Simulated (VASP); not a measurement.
# Be2Cd (P6/mmm) in VASP: notebook, part 2 of 2

VASP 6.6.1. The steps go on from the part before.

**3. Single point, PBE**

This run uses another cell than the first one, of 13.20 Å³/atom.

The input, INCAR:

```
PREC     = Accurate       # precision mode
ENCUT    = 520            # plane-wave cutoff, eV
EDIFF    = 1E-6           # SCF threshold, eV
ISMEAR   = 0              # smearing method
SIGMA    = 0.1            # smearing width, eV
LREAL    = F              # projectors in reciprocal space
LASPH    = T              # aspherical terms in the spheres
NELM     = 100            # most SCF steps
ALGO     = Normal         # electronic algorithm
ISIF     = 2              # what is computed and relaxed
LWAVE    = F              # write WAVECAR
LCHARG   = F              # write CHGCAR
GGA      = PE             # functional
NBANDS   = 15             # bands
```

The input, KPOINTS:

```
regular mesh
0
Gamma
  6 6 6
```

The input, POSCAR:

```
Be2Cd
1.0
    3.9741955423      0.0000000000      0.0000000000
   -1.9870977711      3.4417542993      0.0000000000
    0.0000000000      0.0000000000      2.8961987735
Be Cd
2 1
Direct
    0.3333333333      0.6666666667      0.5000000000
    0.6666666667      0.3333333333      0.5000000000
    0.0000000000      0.0000000000      0.0000000000
```

Potentials or basis: VASP PAW PBE potentials, release 64 (Be, Cd).

Command:

```console
> cat potpaw_PBE.64/Be/POTCAR potpaw_PBE.64/Cd/POTCAR > POTCAR
> mpirun -np 1 vasp_std > vasp.out
```

OUTCAR:

```text
PREC = Accurate
   ENCUT = 520
   EDIFF = 1E-6
   ISMEAR = 0
   LREAL = F
   LASPH = T
   NELM = 100
   ISIF = 2
   GGA = PE

 ion  position               nearest neighbor table
   1  0.333  0.667  0.500-   2 2.29   2 2.29   2 2.29   3 2.71   3 2.71   3 2.71   3 2.71   3 2.71
                             3 2.71
   2  0.667  0.333  0.500-   1 2.29   1 2.29   1 2.29   3 2.71   3 2.71   3 2.71   3 2.71   3 2.71
                             3 2.71
   3  0.000  0.000  0.000-   1 2.71   2 2.71   1 2.71   2 2.71   2 2.71   2 2.71   1 2.71   1 2.71
                             2 2.71   2 2.71   1 2.71   1 2.71

  LATTYP: Found a hexagonal cell.
 ALAT       =     3.9741955423
 C/A-ratio  =     0.7287509491

  Lattice vectors:

 A1 = (   3.9741955423,   0.0000000000,   0.0000000000)
 A2 = (  -1.9870977711,   3.4417542993,   0.0000000000)
 A3 = (   0.0000000000,   0.0000000000,   2.8961987735)

Analysis of symmetry for initial positions (statically):
=====================================================================
 Subroutine PRICEL returns:
 Original cell was already a primitive cell.

 Routine SETGRP: Setting up the symmetry group for a
 hexagonal supercell.

 Subroutine GETGRP returns: Found 24 space group operations
[... 180 lines left out ...]
      4      -4.8922      2.00000
      5      -4.3016      2.00000
      6      -4.3016      2.00000
      7       5.4131      0.00000
      8       5.4131      0.00000
      9       5.9749      0.00000
     10       5.9749      0.00000
     11       8.4932      0.00000
     12       8.8175      0.00000
     13      10.5207      0.00000
     14      15.0216      0.00000
[... 401 lines left out ...]
      2      -5.1723      2.00000
      3      -4.7448      2.00000
      4      -4.4922      2.00000
      5      -4.1437      2.00000
      6       0.1272      2.00000
      7       0.5634      2.00000
      8       4.2877      1.99884
      9       4.9952      0.00000
     10       5.8758      0.00000
     11       9.1321      0.00000
     12       9.3022      0.00000
     13       9.6488      0.00000
     14      13.6955      0.00000
     15      15.2854      0.00000

 [... further k-points ...]
[... 5 lines left out ...]
  --------------------------------------------------------------------------------------
  -------------------------------------------------------------------------------------
  Total        0.1125256      0.1125256      0.1023973      0.0000000     -0.0000000      0.0000000
  in kB        4.5509734      4.5509734      4.1413477      0.0000000     -0.0000000      0.0000000
  external PRESSURE =       4.4144315 kB  Pullay stress =       0.0000000 kB

 VOLUME and BASIS-vectors are now :
 -----------------------------------------------------------------------------
  energy-cutoff  :      520.00
  volume of cell :       39.61
      direct lattice vectors                 reciprocal lattice vectors
     3.974195542  0.000000000  0.000000000     0.251623250  0.145274751  0.000000000
    -1.987097771  3.441754299  0.000000000     0.000000000  0.290549503  0.000000000
     0.000000000  0.000000000  2.896198774     0.000000000  0.000000000  0.345280168

 POSITION                                       TOTAL-FORCE (eV/Angst)
 -----------------------------------------------------------------------------------
     -0.00000      2.29450      1.44810         0.000000     -0.000000      0.000000
      1.98710      1.14725      1.44810        -0.000000      0.000000     -0.000000
      0.00000      0.00000      0.00000         0.000000      0.000000     -0.000000
 -----------------------------------------------------------------------------------
    total drift:                                0.000000     -0.000000      0.000000

  FREE ENERGIE OF THE ION-ELECTRON SYSTEM (eV)
  ---------------------------------------------------
  free  energy   TOTEN  =        -6.6883504370 eV

  energy  without entropy=       -6.6863068476  energy(sigma->0) =       -6.68732864
```

stdout:

```text
POSCAR found type information on POSCAR BeCd
 POSCAR found :  2 types and       3 ions
 scaLAPACK will be used
 LDA part: xc-table for (Slater+PW92), standard interpolation
 POSCAR, INCAR and KPOINTS ok, starting setup
 FFT: planning ... GRIDC
 FFT: planning ... GRID_SOFT
 FFT: planning ... GRID
 WAVECAR not read
 entering main loop
```

It took 20 s on 1 thread of Intel Xeon Platinum 8375C at 2.90GHz (Ice Lake), shared host; peak memory 0.16 GiB.

Results:

```
Free energy            : -6.6884 eV
Pressure               : 0.4 GPa
Band gap on the k mesh : zero (bands 8 and 9 overlap by 2.91 eV)
```

Levels at points of the mesh, in eV from the Fermi level:
| k point | band 4 | band 5 | band 6 | band 7 | band 8 | band 9 | band 10 | band 11 | band 12 | band 13 |
| --- | --- | --- | --- | --- | --- | --- | --- | --- | --- | --- |
| (0.00, 0.00, 0.00) | -9.41 | -8.82 | -8.82 | 0.90 | 0.90 | 1.46 | 1.46 | 3.98 | 4.30 | 6.00 |
| (0.50, 0.00, 0.00) | -8.90 | -8.83 | -6.82 | -6.63 | -2.60 | 1.71 | 6.98 | 7.77 | 9.06 | 9.12 |
| (0.00, 0.00, 0.50) | -9.15 | -9.05 | -5.66 | -4.94 | 1.77 | 1.77 | 4.10 | 6.66 | 6.66 | 7.82 |
| (0.50, 0.00, 0.50) | -8.96 | -8.53 | -3.71 | -2.97 | -1.32 | -1.14 | 1.26 | 4.41 | 4.62 | 4.65 |

Caveat: the k points lie up to 0.36 Å⁻¹ apart, too coarse for converged energies and pressures of a metal.
